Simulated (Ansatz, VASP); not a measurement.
One calculation of CrO2, two programs

```
Cr O
1.0
     3.47967    0.00000    0.00000
    -1.73983    3.01348    0.00000
     0.00000    0.00000    2.53926
Cr O
1 2
Direct
  0.00000 0.00000 0.00000
  0.33333 0.66667 0.50000
  0.66667 0.33333 0.50000
```

Change from the starting cell: species swapped into the YHg2 type (P6/mmm, No. 191).

Alike in both runs: functional PBE; k mesh 18 × 18 × 18; occupations gaussian, width 0.1 eV; collinear spin.

Ansatz relaxed the structure, and its values are those at the end. VASP's run is a single point on that final structure, the one shown.

|  | VASP | Ansatz |
| --- | --- | --- |
| version | VASP 6.6.1 | Ansatz 0.2.0 |
| potentials or method | VASP PAW PBE potentials, release 64 (Cr_pv, O), cutoff 520 eV | scalar-relativistic, plane waves, PAW |
| valence electrons in the cell | 24 | 26 |

|  | VASP | Ansatz | Ansatz less VASP |
| --- | --- | --- | --- |
| gap on the k mesh at the Fermi level (eV) | none | none | - |
| pressure (GPa) | 0.3 | 0.0 | -0.26 |
| net moment per atom (μB) | 0.66 | 0.65 | -0.006 |
| size of the moment on the site where the two differ most (μB) | 2.58 | 2.40 | -0.183 |

Site moments also hang on the region over which each program counts them. A gap of «none» marks a metal or a gap that the smearing closes. VASP's potentials hold 24 valence electrons a cell and Ansatz's 26, so a difference there can come from the potentials and not from the codes.
